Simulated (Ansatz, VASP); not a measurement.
# Ga in VASP and in Ansatz

```
CELL_PARAMETERS angstrom
1.36431 -3.97208 0.00000
1.36431 3.97208 0.00000
-0.11586 0.00000 3.28492
ATOMIC_POSITIONS crystal
Ga 0.13100 0.86900 0.75000
Ga 0.86900 0.13100 0.25000
```

Alike in both runs: task single point; functional r2SCAN; k mesh 10 × 10 × 8; occupations fermi-dirac, width 0.05 eV; no spin polarisation.

|  | VASP | Ansatz |
| --- | --- | --- |
| version | VASP 6.6.1 | Ansatz 0.2.0 |
| potentials or method | VASP PAW PBE potentials, release 64 (Ga_d) | Ansatz PAW |
| plane-wave cutoff (eV) | 520 | 500 |
| valence electrons in the cell | 26 | 26 |

```csv
,VASP,Ansatz,Ansatz less VASP
gap on the k mesh at the Fermi level (eV),none,none,-
pressure (GPa),1.1,1.1,-0.01
"traceless stress, the component that is largest in VASP (GPa)",0.83,0.81,-0.020
rms of the force components (eV/Å),0.137,0.134,-0.0033
```

VASP's potentials were made for PBE, not for r2SCAN. Atom by atom the forces differ by 0.003 eV/Å (rms over components). A gap of «none» marks a metal or a gap that the smearing closes. With one functional, cell and mesh, what is left measures potentials, basis and numerics.
